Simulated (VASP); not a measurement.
# ZnO (P6_3/mmc) in VASP: a series of runs

ZnO is run at these levels: HSE06, PBE0; tasks: single point.

All numbers are computed with VASP 6.6.1; they aren't measurements. Logs are shortened: lines on timing, memory, paths and dates and some standing lists are left out, and cuts for length are marked.

**1. The cell of the first run**

It takes space group P6_3/mmc (No. 194, hexagonal). Conventional cell: a = 3.288 Å, b = 3.288 Å, c = 7.130 Å, α = 90.00°, β = 90.00°, γ = 120.00°. Within 2.5 Å of Zn (site symmetry -6m2) lie 3 O at 1.90 Å. O (site symmetry -6m2) has 3 Zn at 1.90 Å within 2.5 Å.

**2. Single point, HSE06**

Contents of POSCAR:

```
ZnO
1.0
    3.2879671587      0.0000000000      0.0000000000
   -1.6439835793      2.8474630862      0.0000000000
    0.0000000000      0.0000000000      7.1304413500
Zn O
2 2
Direct
    0.0000000000      0.0000000000      0.2500000000
    0.0000000000      0.0000000000      0.7500000000
    0.6666666667      0.3333333333      0.7500000000
    0.3333333333      0.6666666667      0.2500000000
```

Contents of INCAR.step1:

```
PREC = Accurate
ENCUT = 520
EDIFF = 1E-5
ISMEAR = -1
SIGMA = 0.05
LREAL = F
LASPH = T
NELM = 60
ALGO = Normal
ISIF = 2
LWAVE = T
LCHARG = F
GGA = PE
NBANDS = 26
KPAR = 4
```

Contents of INCAR.step2:

```
PREC = Accurate
ENCUT = 520
EDIFF = 1E-6
ISMEAR = -1
SIGMA = 0.05
LREAL = F
LASPH = T
NELM = 60
ALGO = Normal
ISIF = 2
LWAVE = F
LCHARG = F
GGA = PE
LHFCALC = T
HFSCREEN = 0.2079
PRECFOCK = Normal
ISTART = 1
NBANDS = 26
KPAR = 4
```

Contents of KPOINTS:

```
Automatic mesh
0
Gamma
  6 6 4
```

Potentials or basis: VASP PAW PBE potentials, release 64 (Zn, O).

On the command line:

```bash
> cat potpaw_PBE.64/Zn/POTCAR potpaw_PBE.64/O/POTCAR > POTCAR
> cp INCAR.step1 INCAR
> mpirun -np 4 vasp_std > vasp.out
> cp INCAR.step2 INCAR
> mpirun -np 4 vasp_std > vasp.out
```

OUTCAR:

```text
PREC = Accurate
   ENCUT = 520
   EDIFF = 1E-6
   ISMEAR = -1
   LREAL = F
   LASPH = T
   NELM = 60
   ISIF = 2
   GGA = PE
   LHFCALC = T
   HFSCREEN = 0.2079
   PRECFOCK = Normal
   ISTART = 1

 ion  position               nearest neighbor table
   1  0.000  0.000  0.250-   4 1.90   4 1.90   4 1.90
   2  0.000  0.000  0.750-   3 1.90   3 1.90   3 1.90
   3  0.667  0.333  0.750-   2 1.90   2 1.90   2 1.90
   4  0.333  0.667  0.250-   1 1.90   1 1.90   1 1.90

  LATTYP: Found a hexagonal cell.
 ALAT       =     3.2879671587
 C/A-ratio  =     2.1686473757

  Lattice vectors:

 A1 = (   3.2879671587,   0.0000000000,   0.0000000000)
 A2 = (  -1.6439835793,   2.8474630862,   0.0000000000)
 A3 = (   0.0000000000,   0.0000000000,   7.1304413500)

Analysis of symmetry for initial positions (statically):
=====================================================================
 Subroutine PRICEL returns:
 Original cell was already a primitive cell.

 Routine SETGRP: Setting up the symmetry group for a
 hexagonal supercell.

 Subroutine GETGRP returns: Found 24 space group operations
 (whereof 12 operations were pure point group operations)
 out of a pool of 24 trial point group operations.

The static configuration has the point symmetry D_3d.
 The point group associated with its full space group is D_6h.

Analysis of symmetry for dynamics (positions and initial velocities):
=====================================================================
 Subroutine PRICEL returns:
 Original cell was already a primitive cell.

 Routine SETGRP: Setting up the symmetry group for a
 hexagonal supercell.

 Subroutine GETGRP returns: Found 24 space group operations
 (whereof 12 operations were pure point group operations)
 out of a pool of 24 trial point group operations.

The dynamic configuration has the point symmetry D_3d.
 The point group associated with its full space group is D_6h.

 Subroutine INISYM returns: Found 24 space group operations
 (whereof 12 operations are pure point group operations),
 and found     1 'primitive' translations

----------------------------------------------------------------------------------------

                                     Primitive cell

  volume of cell :      66.7578

  direct lattice vectors                    reciprocal lattice vectors
     3.287967159  0.000000000  0.000000000     0.304139291  0.175594901  0.000000000
    -1.643983579  2.847463086  0.000000000     0.000000000  0.351189803  0.000000000
     0.000000000  0.000000000  7.130441350     0.000000000  0.000000000  0.140243773

  length of vectors
     3.287967159  3.287967159  7.130441350     0.351189803  0.351189803  0.140243773

  position of ions in fractional coordinates (direct lattice)
     0.000000000  0.000000000  0.250000000
     0.000000000  0.000000000  0.750000000
     0.666666667  0.333333333  0.750000000
     0.333333333  0.666666667  0.250000000

  ion indices of the primitive-cell ions
   primitive index   ion index
                 1           1
                 2           2
                 3           3
                 4           4

----------------------------------------------------------------------------------------

 KPOINTS: Automatic mesh

Automatic generation of k-mesh.
 Grid dimensions read from file:
 generate k-points for:    6    6    4

 Generating k-lattice:

  Cartesian coordinates                     Fractional coordinates (reciprocal lattice)
     0.050689882  0.029265817  0.000000000     0.166666667  0.000000000  0.000000000
     0.000000000  0.058531634  0.000000000     0.000000000  0.166666667  0.000000000
     0.000000000  0.000000000  0.035060943     0.000000000  0.000000000  0.250000000

  Length of vectors
     0.058531634  0.058531634  0.035060943

  Shift w.r.t. Gamma in fractional coordinates (k-lattice)
     0.000000000  0.000000000  0.000000000

 Subroutine IBZKPT returns following result:
 ===========================================

 Found     21 irreducible k-points:

 Following reciprocal coordinates:
            Coordinates               Weight
  0.000000  0.000000  0.000000      1.000000
  0.166667  0.000000  0.000000      6.000000
  0.333333  0.000000  0.000000      6.000000
  0.500000  0.000000  0.000000      3.000000
  0.166667  0.166667  0.000000      6.000000
  0.333333  0.166667  0.000000     12.000000
[... 13 lines left out ...]
  0.333333  0.166667  0.500000     12.000000
  0.333333  0.333333  0.500000      2.000000
   k-points           NKPTS =     21   k-points in BZ     NKDIM =    144   number of bands    NBANDS=     26
   number of dos      NEDOS =    301   number of ions     NIONS =      4
   total plane-waves  NPLWV =  31104
   dimension x,y,z NGX =    24 NGY =   24 NGZ =   54
   dimension x,y,z NGXF=    48 NGYF=   48 NGZF=  108
   ions per type =               2   2
   NGX,Y,Z   is equivalent  to a cutoff of  12.13, 12.13, 12.59 a.u.
   NGXF,Y,Z  is equivalent  to a cutoff of  24.27, 24.27, 25.18 a.u.
 SYSTEM =  unknown system
   PREC   = accura    normal or accurate (medium, high low for compatibility)
   ISTART =      1    job   : 0-new  1-cont  2-samecut
   ICHARG =      0    charge: 1-file 2-atom 10-const
   ISPIN  =      1    spin polarized calculation?
   LNONCOLLINEAR =      F non collinear calculations
   LSORBIT =      F    spin-orbit coupling
   LASPH  =      T    aspherical Exc in radial PAW
   ENCUT  =  520.0 eV  38.22 Ry    6.18 a.u.   6.11  6.11 13.26*2*pi/ulx,y,z
   NELM   =     60;   NELMIN=  2; NELMDL=  0     # of ELM steps
   EDIFF  = 0.1E-05   stopping-criterion for ELM
   LREAL  =      F    real-space projection
   EDIFFG = 0.1E-04   stopping-criterion for IOM
   NSW    =      0    number of steps for IOM
   IBRION =     -1    ionic relax: 0-MD 1-quasi-New 2-CG
   NFREE  =      0    steps in history (QN), initial steepest desc. (CG)
   ISIF   =      2    stress and relaxation
   ISYM   =      3    0-nonsym 1-usesym 2-fastsym
   POTIM  = 0.5000    time-step for ionic-motion
   TEBEG  =    0.0;   TEEND  =   0.0 temperature during run
   PSTRESS=    0.0 pullay stress
   NELECT =      36.0000    total number of electrons
   NUPDOWN=      -1.0000    fix difference up-down
   EMIN   =  10.00;   EMAX   =-10.00  energy-range for DOS
   EFERMI =   0.00;   METHOD = LEGACY
   ISMEAR =    -1;   SIGMA  =   0.05  broadening in eV -4-tet -1-fermi 0-gaus
   EFERMI_NEDOS =   21; number of points for ismear=-14 and -15
   IALGO  =     38    algorithm
   IMIX   =      1    mixing-type and parameters
     AMIX     =   0.40;   BMIX     =  1.00
     AMIX_MAG =   1.60;   BMIX_MAG =  1.00
  volume/ion in A,a.u.               =      16.69       112.63
  Fermi-wavevector in a.u.,A,eV,Ry     =   1.332524  2.518105 24.158775  1.775620
  Thomas-Fermi vector in A             =   2.461452
   LORBIT       =      0    0 simple, 1 ext, 2 COOP (PROOUT), +10 PAW based schemes
   GGA     = PE    functional components
   LHFCALC =     T    Hartree Fock is set to
   PRECFOCK=normal    Normal, Fast or Accurate (Low or Medium for compatibility)
   ENCUT4O =  -1.0   cutoff for four orbital integrals eV
   NKREDX  =     1    reduce k-point grid by
   NKREDY  =     1    reduce k-point grid by
   NKREDZ  =     1    reduce k-point grid by
   AEXX    =    0.2500 exact exchange contribution
   HFSCREEN=    0.2079 screening length (either q_TF or 0.3 A-1)
   HFSCREENC=   0.2079 screening length for correlation (either q_TF or 0.3 A-1)
   ENCUTFOCK=  -1.0 apply spherical cutoff to Coloumb kernel
   IVDW    =     0    specifies the selected vdW correction
   LEPSILON=     F    determine dielectric tensor
   LRPA    =     F    only Hartree local field effects (RPA)
 non-spin polarized calculation
  energy-cutoff  :      520.00
  volume of cell :       66.76
 maximum number of plane-waves:      1824
  NGX = 20; NGY = 20; NGZ = 42

 number of electron      36.0000026 magnetization

 Free energy of the ion-electron system (eV)
  ---------------------------------------------------
  ext. energy  EPLUGINS =         0.00000000
  ---------------------------------------------------
  free energy    TOTEN  =       -21.67664984 eV

  energy without entropy =      -21.67664984  energy(sigma->0) =      -21.67664984

 E-fermi :  -0.7661     XC(G=0):  -7.3463

 val. band max:       -1.9119129282   @ k =   0.0000   0.0000   0.0000
 cond. band min:       0.4828056506   @ k =   0.0000   0.0000   0.0000
 fundamental gap:      2.3947185788
 Fermi energy:        -0.7660796472

 k-point     1 :       0.0000    0.0000    0.0000
  band No.  band energies     occupation
      1     -20.7534      2.00000
      2     -20.6677      2.00000
      3      -8.9590      2.00000
      4      -8.9590      2.00000
      5      -8.9453      2.00000
      6      -8.9453      2.00000
[... 18 lines left out ...]
     25      12.9628      0.00000
     26      13.8203      0.00000

 k-point     2 :       0.1667    0.0000    0.0000
  band No.  band energies     occupation
      1     -20.6280      2.00000
      2     -20.5533      2.00000
      3      -8.9473      2.00000
      4      -8.9349      2.00000
      5      -8.7812      2.00000
      6      -8.7681      2.00000
[... 18 lines left out ...]
     25      12.1573      0.00000
     26      13.4662      0.00000

 k-point     3 :       0.3333    0.0000    0.0000
  band No.  band energies     occupation
      1     -20.3662      2.00000
      2     -20.3203      2.00000
      3      -8.7616      2.00000
      4      -8.7521      2.00000
      5      -8.3579      2.00000
      6      -8.3485      2.00000
[... 485 lines left out ...]
 k-point    20 :       0.3333    0.1667    0.5000
  band No.  band energies     occupation
      1     -20.2183      2.00000
      2     -20.2183      2.00000
      3      -8.5553      2.00000
      4      -8.5553      2.00000
      5      -8.2201      2.00000
      6      -8.2201      2.00000
[... 18 lines left out ...]
     25      10.9739      0.00000
     26      10.9739      0.00000

 k-point    21 :       0.3333    0.3333    0.5000
  band No.  band energies     occupation
      1     -20.1567      2.00000
      2     -20.1567      2.00000
      3      -8.4083      2.00000
      4      -8.4083      2.00000
      5      -8.2249      2.00000
      6      -8.2249      2.00000
[... 18 lines left out ...]
     25       9.8415      0.00000
     26       9.8415      0.00000

------------------------ aborting loop because EDIFF is reached ----------------------------------------

  FORCE on cell =-STRESS in cart. coord.  units (eV):
  Direction    XX          YY          ZZ          XY          YZ          ZX
  --------------------------------------------------------------------------------------
  -------------------------------------------------------------------------------------
  Total       -1.5148671     -1.5148671      0.2100988     -0.0000000      0.0000000      0.0000000
  in kB      -36.3565894    -36.3565894      5.0423402     -0.0000000      0.0000000      0.0000000
  external PRESSURE =     -22.5569462 kB  Pullay stress =       0.0000000 kB

 VOLUME and BASIS-vectors are now :
 -----------------------------------------------------------------------------
  energy-cutoff  :      520.00
  volume of cell :       66.76
      direct lattice vectors                 reciprocal lattice vectors
     3.287967159  0.000000000  0.000000000     0.304139291  0.175594901  0.000000000
    -1.643983579  2.847463086  0.000000000     0.000000000  0.351189803  0.000000000
     0.000000000  0.000000000  7.130441350     0.000000000  0.000000000  0.140243773

 POSITION                                       TOTAL-FORCE (eV/Angst)
 -----------------------------------------------------------------------------------
      0.00000      0.00000      1.78261        -0.000000     -0.000000     -0.000000
      0.00000      0.00000      5.34783         0.000000      0.000000      0.000000
      1.64398      0.94915      5.34783        -0.000000      0.000000      0.000000
     -0.00000      1.89831      1.78261         0.000000     -0.000000      0.000000
 -----------------------------------------------------------------------------------
    total drift:                               -0.000000     -0.000000      0.000001

  FREE ENERGIE OF THE ION-ELECTRON SYSTEM (eV)
  ---------------------------------------------------
  free  energy   TOTEN  =       -21.6766498366 eV

  energy  without entropy=      -21.6766498365  energy(sigma->0) =      -21.67664984
```

It took 49 min on 4 MPI ranks of Intel Xeon Platinum 8259CL at 2.50GHz (Skylake/Cascade Lake), shared host; peak memory 0.32 GiB.

Results:

```yaml
Free_energy: -21.6766 eV
Pressure: -2.3 GPa
Band_gap_on_the_k_mesh: 2.39 eV
```

Caveat: the PAW data sets were made with another functional, which shifts forces and pressure a little.

**3. Single point, PBE0**

POSCAR is that of step 2.

Contents of INCAR.step1:

```
PREC = Accurate
ENCUT = 520
EDIFF = 1E-5
ISMEAR = -1
SIGMA = 0.05
LREAL = False
LASPH = True
NELM = 100
ALGO = Normal
ISIF = 2
LWAVE = True
LCHARG = False
GGA = PE
NBANDS = 26
KPAR = 4
```

Contents of INCAR.step2:

```
PREC = Accurate
ENCUT = 520
EDIFF = 1E-6
ISMEAR = -1
SIGMA = 0.05
LREAL = False
LASPH = True
NELM = 100
ALGO = Normal
ISIF = 2
LWAVE = False
LCHARG = False
GGA = PE
LHFCALC = True
AEXX = 0.25
PRECFOCK = Normal
ISTART = 1
NBANDS = 26
KPAR = 4
```

KPOINTS is that of step 2.

Potentials or basis: VASP PAW PBE potentials, release 64 (Zn, O).

On the command line:

```bash
> cat potpaw_PBE.64/Zn/POTCAR potpaw_PBE.64/O/POTCAR > POTCAR
> cp INCAR.step1 INCAR
> mpirun -np 4 vasp_std > vasp.out
> cp INCAR.step2 INCAR
> mpirun -np 4 vasp_std > vasp.out
```

Wall time 49 min (4 MPI ranks of AMD EPYC 7R13 (Zen 3), shared host); peak memory 0.21 GiB.

Results (log left out):

- Free energy: -22.8199 eV
- Pressure: -2.4 GPa
- Band gap on the k mesh: 3.12 eV

Stress tensor (GPa, compression positive):
```
-3.86  0.00  0.00
 0.00 -3.86  0.00
 0.00  0.00  0.42
```

Levels at points of the mesh, in eV from the valence-band top:
```
           k point  band 14  band 15  band 16  band 17  band 18  band 19  band 20  band 21  band 22  band 23
(0.00, 0.00, 0.00)    -1.77     0.00     0.00     0.00     0.00     3.12     6.02     7.58    13.60    13.84
(0.50, 0.00, 0.00)    -3.93    -1.94    -1.84    -1.03    -0.97     7.26     8.16     8.70    11.29    11.51
(0.00, 0.00, 0.50)    -2.59     0.00     0.00     0.00     0.00     4.33     4.33     9.88     9.88    16.01
(0.50, 0.00, 0.50)    -4.20    -1.89    -1.89    -0.97    -0.97     7.47     7.47    10.19    10.19    11.69
```

Caveat: the PAW data sets were made with another functional, which shifts forces and pressure a little. A k mesh can miss the band edges.
